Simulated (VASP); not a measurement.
# Al: single point with PBE

The system is Al.

```
Al
1.0
    -1.61751    1.61751    1.61751
     1.61751   -1.61751    1.61751
     3.23502    3.23502    0.00000
Al
2
Direct
  0.01954 0.98046 0.00000
  0.48046 0.51954 0.50000
```

This cell differs from its parent crystal: atoms displaced along a vibrational mode.

| Quantity | Value |
| --- | --- |
| Program | VASP 6.6.1 |
| Task | single point |
| Functional | PBE |
| Potentials or basis | VASP PAW PBE potentials, release 64 (Al) |
| Cutoff | 520 eV |
| k mesh | 20 × 20 × 12 |
| Occupations | gaussian, width 0.15 eV |
| Spin | no spin polarisation |
| Dipole correction | no |
| Further INCAR settings | ALGO = Fast; EDIFF = 1e-06; NBANDS = 10 |

The pressure is -0.1 GPa, the largest force is 0.094 eV/Å and the band gap on the k mesh is zero (bands 3 and 4 overlap by 8.84 eV).

Forces in eV/Å, atoms in the order of the input:
```
Al  -0.066  0.066  0.000
Al   0.066 -0.066  0.000
```

Stress tensor (GPa, compression positive):
```
 0.01 -0.32  0.00
-0.32  0.01  0.00
 0.00  0.00 -0.21
```

Levels at points of the mesh, in eV from the Fermi level:
```
           k point  band 1  band 2  band 3  band 4  band 5  band 6  band 7  band 8
(0.00, 0.00, 0.00)  -10.94   -4.21   -3.82    7.99    8.22    9.78   11.17   13.15
(0.50, 0.00, 0.00)   -5.80   -5.66    0.58    0.87    1.26    1.33    7.33    7.73
(0.50, 0.50, 0.00)   -4.21   -3.83    1.84    1.86    1.88    3.00    3.04    5.25
(0.00, 0.00, 0.50)   -9.18   -9.18    4.24    4.24    9.37    9.37    9.89    9.89
(0.50, 0.00, 0.50)   -4.22   -4.22   -3.81   -3.81    8.01    8.01    8.24    8.24
(0.50, 0.50, 0.50)   -2.61   -2.61   -2.07   -2.07    3.40    3.40    5.47    5.47
```

Run time: 100 s on 1 thread of Intel(R) Xeon(R) Platinum 8559C (Emerald Rapids), with other jobs on the host, peak memory 0.31 GiB.

Caveat: the cell differs from its parent crystal (atoms displaced along a vibrational mode).
